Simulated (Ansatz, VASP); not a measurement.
**LiF in VASP and in Ansatz**

```
Li F
1.0
     2.89346    0.00000    0.00000
    -1.44673    2.50581    0.00000
     0.00000    0.00000    4.78260
Li F
2 2
Direct
  0.33333 0.66667 0.38398
  0.66667 0.33333 0.88398
  0.33333 0.66667 0.99102
  0.66667 0.33333 0.49102
```

Alike in both runs: task single point; functional LDA; k mesh 9 × 9 × 6; occupations gaussian, width 0.05 eV; no spin polarisation.

```csv
,VASP,Ansatz
version,VASP 6.6.1,Ansatz 0.2.0
potentials or method,"VASP PAW LDA potentials, release 64 (Li_sv, F), cutoff 520 eV","scalar-relativistic, plane waves, PAW"
valence electrons in the cell,20,20
```

|  | VASP | Ansatz | Ansatz less VASP |
| --- | --- | --- | --- |
| gap on the k mesh at the Fermi level (eV) | 8.29 | 8.30 | +0.017 |
| least direct gap on the mesh (eV) | 8.29 | 8.30 | +0.017 |
| rms of the force components (eV/Å) | 0.205 | 0.203 | -0.0024 |

LDA's correlation is that of Perdew and Zunger in VASP and of Perdew and Wang (1992) in Ansatz. Atom by atom the forces differ by 0.002 eV/Å (rms over components).

Noted on VASP's run: the cutoff is short for stress, so the pressure is rough.
